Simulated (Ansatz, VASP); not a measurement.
## Two plane-wave programs on SrO

The input POSCAR:

```
SrO
1.0
    3.1058062078      0.0367623700      0.0367623700
    0.0367623700      3.1058062078      0.0367623700
    0.0367623700      0.0367623700      3.1058062078
Sr O
1 1
Direct
    0.0000000000      0.0000000000      0.0000000000
    0.5000000000      0.5000000000      0.5000000000
```

File INCAR.step1:

```
ALGO     = Normal         # electronic algorithm
EDIFF    = 1E-5           # SCF threshold, eV
ENCUT    = 520            # plane-wave cutoff, eV
GGA      = PE             # functional
ISIF     = 2              # what is computed and relaxed
ISMEAR   = 0              # smearing method
LASPH    = True           # aspherical terms in the spheres
LCHARG   = False          # write CHGCAR
LREAL    = False          # projectors in reciprocal space
LWAVE    = True           # write WAVECAR
NBANDS   = 15             # bands
NELM     = 100            # most SCF steps
PREC     = Accurate       # precision mode
SIGMA    = 0.01           # smearing width, eV
```

INCAR.step2

```
ALGO     = Normal         # electronic algorithm
EDIFF    = 1E-6           # SCF threshold, eV
ENCUT    = 520            # plane-wave cutoff, eV
GGA      = PE             # functional
HFSCREEN = 0.2079         # screening, 1/A
ISIF     = 2              # what is computed and relaxed
ISMEAR   = 0              # smearing method
ISTART   = 1            
LASPH    = True           # aspherical terms in the spheres
LCHARG   = False          # write CHGCAR
LHFCALC  = True           # exact exchange
LREAL    = False          # projectors in reciprocal space
LWAVE    = False          # write WAVECAR
NBANDS   = 15             # bands
NELM     = 100            # most SCF steps
PREC     = Accurate       # precision mode
PRECFOCK = Normal       
SIGMA    = 0.01           # smearing width, eV
```

KPOINTS

```
k-points
0
Gamma
  6 6 6
```

Input for Ansatz:

```yaml
crystal:
  lattice:
    - [3.1058062078, 0.03676237, 0.03676237]
    - [0.03676237, 3.1058062078, 0.03676237]
    - [0.03676237, 0.03676237, 3.1058062078]
  atoms:
    - { symbol: Sr, position: [0.0, 0.0, 0.0] }
    - { symbol: O, position: [0.5, 0.5, 0.5] }
kpoints:
  mp_grid: { grid: [6, 6, 6] }
  band_path:
    path:
      - [0.0, 0.0, 0.0]
      - [0.0, 0.5, 0.0]
      - [0.5, 0.5, 0.0]
      - [0.5, 0.5, 0.5]
      - [0.0, 0.5, 0.5]
    npoints: 1
hamiltonian:
  xc: hse06
scf:
  occupations: { method: fixed }
  n_extra_bands: 4
output:
  forces: true
  stress: true
  eigenvalues: true
```

Change from the starting cell: epitaxial_111 strain -1.1%.

Alike in both runs: task single point; functional HSE06; k mesh 6 × 6 × 6; no spin polarisation.

|  | VASP | Ansatz |
| --- | --- | --- |
| version | VASP 6.6.1 | Ansatz 0.2.0 |
| potentials or method | VASP PAW PBE potentials, release 64 (Sr_sv, O) | plane waves, PAW |
| plane-wave cutoff (eV) | 520 | 420 |
| occupations | gaussian, width 0.01 eV | fixed |
| valence electrons in the cell | 16 | 16 |

```csv
,VASP,Ansatz,Ansatz less VASP
gap on the k mesh at the Fermi level (eV),4.28,4.34,+0.060
pressure (GPa),0.4,-0.3,-0.77
"traceless stress, the component that is largest in VASP (GPa)",0.09,0.13,+0.039
```

Ansatz's warnings: stress exchange threshold loose, stress scf threshold loose.
